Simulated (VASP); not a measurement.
Write the native input for VASP 6.6.1 that does the following.

```
Task                   : single point
Functional             : PBEsol
Potentials or basis    : VASP PAW PBE potentials, release 64 (Ba_sv, Zr_sv, O)
Cutoff                 : 520 eV
k mesh                 : 4 × 4 × 4
Occupations            : gaussian, width 0.01 eV
Spin                   : no spin polarisation
Dipole correction      : no
Further INCAR settings : ALGO = Normal; EDIFF = 1e-06; NBANDS = 28
```

The structure of BaZrO3 lies in POSCAR:

```
BaZrO3
1.0
    4.1561169902      0.0000000000      0.0000000000
    0.0000000000      4.1561169902      0.0000000000
    0.0000000000      0.0000000000      4.1561169902
Ba Zr O
1 1 3
Direct
    0.0000000000      0.0000000000      0.0000000000
    0.5000000000      0.5000000000      0.5000000000
    0.0000000000      0.5000000000      0.5000000000
    0.5000000000      0.0000000000      0.5000000000
    0.5000000000      0.5000000000      0.0000000000
```

One way to write it, as run:

INCAR

```
SYSTEM = BaZrO3
ALGO     = Normal         ! electronic algorithm
EDIFF    = 1E-6           ! SCF threshold, eV
ENCUT    = 520            ! plane-wave cutoff, eV
GGA      = PS             ! functional
ISIF     = 2              ! what is computed and relaxed
ISMEAR   = 0              ! smearing method
LASPH    = .True.         ! aspherical terms in the spheres
LCHARG   = .False.        ! write CHGCAR
LREAL    = .False.        ! projectors in reciprocal space
LWAVE    = .False.        ! write WAVECAR
NBANDS   = 28             ! bands
NELM     = 80             ! most SCF steps
PREC     = Accurate       ! precision mode
SIGMA    = 0.01           ! smearing width, eV
```

KPOINTS

```
k-points
0
Gamma
  4 4 4
  0 0 0
```

Potentials or basis: VASP PAW PBE potentials, release 64 (Ba_sv, Zr_sv, O).

Command:

```console
$ cat potpaw_PBE.64/Ba_sv/POTCAR potpaw_PBE.64/Zr_sv/POTCAR potpaw_PBE.64/O/POTCAR > POTCAR
$ mpirun -np 1 vasp_std > vasp.out
```

Results of the run:

* Pressure: 4.3 GPa
* Band gap on the k mesh: 3.15 eV, indirect (least direct gap 3.34 eV)

Caveat: the PAW data sets were made with another functional, which shifts forces and pressure a little; spin-orbit coupling is left out, which moves the levels of the heavy elements.

Wall time 29 s on 1 thread of AMD EPYC 7R43 64-Core Processor (Zen 3), with other jobs on the host, peak memory 0.15 GiB.
